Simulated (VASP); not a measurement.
Wanted: the native input for a VASP 6.6.1 run.

```
Task                   : single point
Functional             : PBEsol
Potentials or basis    : VASP PAW PBE potentials, release 64 (Mo_sv)
Cutoff                 : 400 eV
k mesh                 : 7 × 6 × 1
Occupations            : fermi-dirac, width 0.1 eV
Spin                   : no spin polarisation
Dipole correction      : yes
Further INCAR settings : ALGO = Normal; EDIFF = 1e-06; NBANDS = 21; NELMDL = -8
```

The structure of Mo lies in POSCAR:

```
Mo
1.0
    2.5551810000      0.0000000000      0.0000000000
    0.0000000000      2.7355100000      0.0000000000
    0.0000000000      0.0000000000     18.3690210000
Mo
2
Direct
    0.5000000000      0.0000000000      0.4355158612
    0.5000000000      0.5000000000      0.5644841388
```

The input as run:

INCAR

```
PREC = Accurate
ENCUT = 400
EDIFF = 1E-6
ISMEAR = -1
SIGMA = 0.1
LREAL = F
LASPH = T
NELM = 120
ALGO = Normal
ISIF = 2
LWAVE = F
LCHARG = T
LDIPOL = T
IDIPOL = 3
DIPOL = 0.5 0.5 0.500
GGA = PS
LELF = T
LVHAR = T
LVACPOTAV = T
NBANDS = 21
GGA_COMPAT = F
NELMDL = -8
```

KPOINTS

```
regular mesh
0
Gamma
  7 6 1
```

Potentials or basis: VASP PAW PBE potentials, release 64 (Mo_sv).

Launch:

```bash
$ cat potpaw_PBE.64/Mo_sv/POTCAR > POTCAR
$ mpirun -np 1 vasp_std > vasp.out
```

It gave:

```yaml
Largest_force: 0.159 eV/Å
Band_gap_on_the_k_mesh: zero (bands 14 and 15 overlap by 0.78 eV)
```

Caveat: the k points lie up to 0.38 Å⁻¹ apart, too coarse for converged energies and pressures of a metal; the PAW data sets were made with another functional, which shifts forces and pressure a little.

It took 53 s on 1 thread of AMD EPYC 7R43 64-Core Processor (Zen 3), with other jobs on the host, peak memory 0.15 GiB.
